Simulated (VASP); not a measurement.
The system is AlNi.

```
Al Ni
1.0
     2.88100    0.00000    0.00000
     0.00000    2.88100    0.00000
     0.00000    0.00000    2.88100
Al Ni
1 1
Direct
  0.00000 0.00000 0.00000
  0.50000 0.50000 0.50000
```

```yaml
Program: VASP 6.6.1
Task: relaxation of cell and atoms
Functional: LDA
Potentials_or_basis: VASP PAW LDA potentials, release 64 (Al, Ni)
Cutoff: 600 eV
k_mesh: 16 × 16 × 16
Occupations: methfessel-paxton, width 0.1 eV
Spin: no spin polarisation
```

At the start: pressure -8.8 GPa; volume 11.96 Å³/atom.

Q: How do energy, volume and symmetry change on relaxing?

A: Over 4 steps the energy falls by 15.6 meV/atom and the volume is 11.38 Å³/atom (-4.8 %); space group Pm-3m (No. 221, to 0.05 Å).

Step by step:
| step | energy change (eV) | largest force (eV/Å) | pressure (GPa) | volume (Å³) |
| --- | --- | --- | --- | --- |
| 1 | 0.0000 | 0.0000 | -8.80 | 23.91 |
| 2 | -0.0010 | 0.0000 | 9.69 | 21.71 |
| 3 | -0.0312 | 0.0000 | -0.21 | 22.78 |
| 4 | -0.0312 | 0.0000 | -0.01 | 22.76 |

Final structure:
```cif
data_structure
_symmetry_space_group_name_H-M 'P 1'
_symmetry_Int_Tables_number 1
_cell_length_a 2.8339
_cell_length_b 2.8339
_cell_length_c 2.8339
_cell_angle_alpha 90.000
_cell_angle_beta 90.000
_cell_angle_gamma 90.000
_cell_volume 22.76
loop_
_atom_site_label
_atom_site_type_symbol
_atom_site_fract_x
_atom_site_fract_y
_atom_site_fract_z
_atom_site_occupancy
Al1 Al 0.00000 0.00000 0.00000 1
Ni1 Ni 0.50000 0.50000 0.50000 1
```
